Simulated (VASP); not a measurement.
Input of a VASP 6.6.1 run:

Contents of POSCAR:

```
Bi
1.0
   -1.9601922215      1.9601922215      1.9601922215
    1.9601922215     -1.9601922215      1.9601922215
    1.9601922215      1.9601922215     -1.9601922215
Bi
1
Direct
    0.0000000000      0.0000000000      0.0000000000
```

INCAR.step1

```
PREC     = Accurate       # precision mode
ENCUT    = 520            # plane-wave cutoff, eV
ISMEAR   = 0              # smearing method
SIGMA    = 0.1            # smearing width, eV
LREAL    = F              # projectors in reciprocal space
LASPH    = T              # aspherical terms in the spheres
NELM     = 100            # most SCF steps
NBANDS   = 14             # bands
GGA      = PE             # functional
ALGO     = Normal         # electronic algorithm
EDIFF    = 1E-4           # SCF threshold, eV
LWAVE    = T              # write WAVECAR
LCHARG   = F              # write CHGCAR
```

File INCAR.step2:

```
PREC     = Accurate       # precision mode
ENCUT    = 520            # plane-wave cutoff, eV
EDIFF    = 1E-7           # SCF threshold, eV
ISMEAR   = 0              # smearing method
SIGMA    = 0.1            # smearing width, eV
LREAL    = F              # projectors in reciprocal space
LASPH    = T              # aspherical terms in the spheres
NELM     = 100            # most SCF steps
ALGO     = Normal         # electronic algorithm
ISIF     = 2              # what is computed and relaxed
LWAVE    = F              # write WAVECAR
LCHARG   = T              # write CHGCAR
METAGGA  = R2SCAN         # meta-GGA
LMIXTAU  = T            
LELF     = T              # ELF
LVHAR    = T            
NBANDS   = 14             # bands
ISTART   = 1
```

Contents of KPOINTS:

```
Automatic mesh
0
Gamma
  16 16 16
```

Potentials or basis: VASP PAW PBE potentials, release 64 (Bi_d).

The run is started by

```sh
$ cat potpaw_PBE.64/Bi_d/POTCAR > POTCAR
$ cp INCAR.step1 INCAR
$ mpirun -np 1 vasp_std > vasp.out
$ cp INCAR.step2 INCAR
$ mpirun -np 1 vasp_std > vasp.out
```

Q: Predict the pressure.

A: 1.8 GPa.

Caveat: the PAW data sets were made with another functional, which shifts forces and pressure a little.
